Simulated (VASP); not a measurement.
Runs of VASP 6.6.1 on Ir. The structure is that of space group Im-3m (No. 229), or close to it. The cells are those of the table. This isn't the form of Ir at room conditions, which is fcc.

```tsv
task	cell	cutoff (eV)	gap on the mesh (eV)	pressure (GPa)	relaxed volume (Å³/atom)
single point	a = 2.693 Å, angles 109.5°, 1 atom	520	none	(a)	-
relaxation of cell and atoms	relaxed from a = 2.694 Å, angles 109.5°, 1 atom	600	none	0.0	15.07
relaxation of cell and atoms	relaxed from a = 2.661 Å, angles 109.5°, 1 atom	600	none	0.0	15.07
single point	a = 2.694 Å, angles 109.5°, 1 atom	520	none	0.4	-
```

Alike in all rows: level PBE; potentials or basis VASP PAW PBE potentials, release 64 (Ir); no spin polarisation; k mesh 19 × 19 × 19; smearing fermi-dirac 0.05 eV.

Estimate the missing entries.

(a) 0.5.

Caveats: spin-orbit coupling is left out, which moves the levels of the heavy elements.

A k mesh can miss the band edges, and the runs leave out spin-orbit coupling on Ir.

A gap of «none» marks levels without a gap at the run's occupations.
